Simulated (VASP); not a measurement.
**Ru: single point with PBE**

The system is Ru.

```xyz
1
Lattice="2.5128 0.0000 0.0000 0.0000 2.5128 0.0000 0.0000 0.0000 2.5128" Properties=species:S:1:pos:R:3 pbc="T T T"
Ru    0.0000    0.0000    0.0000
```

```yaml
Program: VASP 6.6.1
Task: single point
Functional: PBE
Potentials_or_basis: VASP PAW PBE potentials, release 64 (Ru_pv)
Cutoff: 520 eV
k_mesh: 13 × 13 × 13
Occupations: fermi-dirac, width 0.136057 eV
Spin: no spin polarisation
Dipole_correction: no
Further_INCAR_settings: ALGO = Normal; EDIFF = 1e-06; NBANDS = 13
```

```
Pressure               : 0.2 GPa
Band gap on the k mesh : zero (band 7 reaches 13.86 eV, above the bottom of band 8 at 9.53 eV)
```

Levels at points of the mesh, in eV from the Fermi level:
| k point | band 4 | band 5 | band 6 | band 7 | band 8 | band 9 | band 10 | band 11 |
| --- | --- | --- | --- | --- | --- | --- | --- | --- |
| (0.00, 0.00, 0.00) | -7.10 | -5.29 | -5.29 | 1.62 | 1.62 | 1.62 | 10.95 | 16.64 |

It took 11 s on 1 thread of AMD EPYC 7R43 64-Core Processor (Zen 3) (shared host), peak memory 0.1 GiB.
